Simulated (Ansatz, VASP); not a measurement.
**Two plane-wave programs on Na2F**

The input INCAR:

```
SYSTEM = Na2F
PREC = Accurate ; ENCUT = 520
EDIFF = 1E-6 ; ISMEAR = 0
SIGMA = 0.1 ; LREAL = .FALSE.
LASPH = .TRUE. ; NELM = 100
ALGO = Normal ; ISIF = 2
LWAVE = .FALSE. ; LCHARG = .TRUE.
GGA = PE ; IVDW = 12
LELF = .TRUE. ; LVHAR = .TRUE.
NBANDS = 18
```

File KPOINTS:

```
regular mesh
0
G
  6 6 4
  0 0 0
```

Contents of POSCAR:

```
Na2F
1.0
    3.2429575900      0.0000000000      0.0000000000
   -1.6214787900      2.8084836500      0.0000000000
    0.0000000000      0.0000000000      5.5404508800
Na F
2 1
Direct
    0.3333333300      0.6666666700      0.4152100500
    0.0000000000      0.0000000000      0.0000000000
    0.6666666700      0.3333333300      0.2247477400
```

Input for Ansatz:

```yaml
crystal:
  lattice:
    - [3.24295759, 0.0, 0.0]
    - [-1.62147879, 2.80848365, 0.0]
    - [0.0, 0.0, 5.54045088]
  atoms:
    - { symbol: Na, position: [0.33333333, 0.66666667, 0.41521005] }
    - { symbol: Na, position: [0.0, 0.0, 0.0] }
    - { symbol: F, position: [0.66666667, 0.33333333, 0.22474774] }
basis:
  ecutwfc: 420
kpoints:
  mp_grid: { grid: [6, 6, 4] }
hamiltonian:
  xc: pbe
  dispersion: d3bj
scf:
  occupations: { method: gaussian, width: 0.1 }
  lower_state_search: "off"
output:
  forces: true
  stress: true
  eigenvalues: true
```

Alike in both runs: task single point; functional PBE; dispersion D3(BJ); k mesh 6 × 6 × 4; occupations gaussian, width 0.1 eV; no spin polarisation.

```csv
,VASP,Ansatz
version,VASP 6.6.1,Ansatz 0.2.0
potentials or method,"VASP PAW PBE potentials, release 64 (Na_pv, F), cutoff 520 eV","scalar-relativistic, plane waves, PAW"
valence electrons in the cell,21,25
```

|  | VASP | Ansatz | Ansatz less VASP |
| --- | --- | --- | --- |
| gap on the k mesh at the Fermi level (eV) | none | none | - |
| pressure (GPa) | 7.0 | 6.9 | -0.04 |
| traceless stress, the component that is largest in VASP (GPa) | -0.05 | -0.01 | +0.042 |
| rms of the force components (eV/Å) | 0.592 | 0.581 | -0.0105 |

Atom by atom the forces differ by 0.011 eV/Å (rms over components). A gap of «none» marks a metal or a gap that the smearing closes. VASP's potentials hold 21 valence electrons a cell and Ansatz's 25, so a difference there can come from the potentials and not from the codes.

The k mesh is coarse, so the values compare programs but aren't converged.
